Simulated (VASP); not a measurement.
Wanted: the native input for a VASP 6.6.1 run.

- Task: relaxation of shape and atoms at fixed volume
- Functional: PBE
- Potentials or basis: VASP PAW PBE potentials, release 64 (Li_sv)
- Cutoff: 600 eV
- k mesh: 14 × 14 × 4
- Occupations: gaussian, width 0.1 eV
- Spin: no spin polarisation
- Dipole correction: no
- Further INCAR settings: ALGO = Fast; EDIFF = 1e-06; IBRION = 2; EDIFFG = -0.01; NSW = 50; ISIF = 4

The structure of Li lies in POSCAR:

```
Li
1.0
    1.5704848333     -2.7074622279      0.0054724027
    1.5704848333      2.7074622279      0.0054724027
   -0.0367960945      0.0000000000     15.1059006994
Li
6
Direct
    0.0832192262      0.4176929353      0.5002010753
    0.4176929353      0.0832192262      1.0002010753
    0.4190853526      0.0823331715      0.3331440297
    0.7480414530      0.7526457294      0.6666562553
    0.0823331715      0.4190853526      0.8331440297
    0.7526457294      0.7480414530      0.1666562553
```

This isn't the form of Li at room conditions, which is bcc.

These files were run (other wordings do the same):

INCAR

```
SYSTEM = Li
PREC = Accurate
ENCUT = 600
EDIFF = 1E-6
ISMEAR = 0
SIGMA = 0.1
LREAL = .FALSE.
LASPH = .TRUE.
NELM = 60
ALGO = Fast
ISIF = 4
LWAVE = .FALSE.
LCHARG = .FALSE.
GGA = PE
IBRION = 2
NSW = 50
EDIFFG = -0.01
```

KPOINTS

```
Automatic mesh
0
G
  14 14 4
  0 0 0
```

Potentials or basis: VASP PAW PBE potentials, release 64 (Li_sv).

Launch:

```console
$ cat potpaw_PBE.64/Li_sv/POTCAR > POTCAR
$ mpirun -np 1 vasp_std > vasp.out
```

Results of the run:

```
Pressure after relaxing      : -0.8 GPa
Largest force after relaxing : 0.005 eV/Å
Band gap on the k mesh       : zero (bands 9 and 10 overlap by 3.92 eV)
```

Caveat: the cutoff is under 1.25 times the usual one of these potentials, so pressure, stress and relaxed cells hold a basis-set (Pulay) error; the relaxation stopped at its first step, so nothing moved.

Wall time 18 min on 1 thread of Intel Xeon 8259CL, with other jobs on the host, peak memory 0.51 GiB.
